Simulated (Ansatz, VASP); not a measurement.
MgO: VASP beside Ansatz

INCAR

```
SYSTEM = MgO
ALGO = Normal ; EDIFF = 1E-7
ENCUT = 520 ; ISIF = 2
ISMEAR = 0 ; LASPH = .True.
LCHARG = .False. ; LREAL = .False.
LWAVE = .False. ; NBANDS = 11
NELM = 60 ; PREC = Accurate
SIGMA = 0.01
```

The input KPOINTS:

```
k-points
0
Gamma
  6 6 6
  0 0 0
```

File POSCAR:

```
MgO
1.0
    0.0000000000      2.1729495000      2.1729495000
    2.1729495000      0.0000000000      2.1729495000
    2.1729495000      2.1729495000      0.0000000000
Mg O
1 1
Direct
    0.0000000000      0.0000000000      0.0000000000
    0.5000000000      0.5000000000      0.5000000000
```

Input for Ansatz:

```yaml
crystal:
  atoms:
  - position: [0.0, 0.0, 0.0]
    symbol: Mg
  - position: [0.5, 0.5, 0.5]
    symbol: O
  lattice:
  - [0.0, 2.1729495, 2.1729495]
  - [2.1729495, 0.0, 2.1729495]
  - [2.1729495, 2.1729495, 0.0]
hamiltonian:
  dispersion: none
  pseudopotentials:
    kind: all_electron
    lapw: {}
    relativity: scalar
  xc: lda
kpoints:
  mp_grid:
    grid: [6, 6, 6]
    shift: [0, 0, 0]
magnetization: {spin_polarized: false}
output: {forces: true, stress: true}
scf:
  occupations: {method: fixed}
```

Alike in both runs: task single point; functional LDA; k mesh 6 × 6 × 6; no spin polarisation.

|  | VASP | Ansatz |
| --- | --- | --- |
| version | VASP 6.6.1 | Ansatz 0.2 development build |
| potentials or method | VASP PAW LDA potentials, release 64 (Mg, O), cutoff 520 eV | all-electron full-potential LAPW, scalar-relativistic |
| occupations | gaussian, width 0.01 eV | fixed |

Ansatz gave:

```
gap on the k mesh at the Fermi level (eV) : 3.80
pressure (GPa)                            : -17.2
```

Task: What did VASP give for the same quantities?

Result: gap on the k mesh at the Fermi level (eV): 3.80; pressure (GPa): -19.0.

LDA's correlation is that of Perdew and Zunger in VASP and of Perdew and Wang (1992) in Ansatz. Ansatz ran all-electron here, and VASP with PAW potentials.
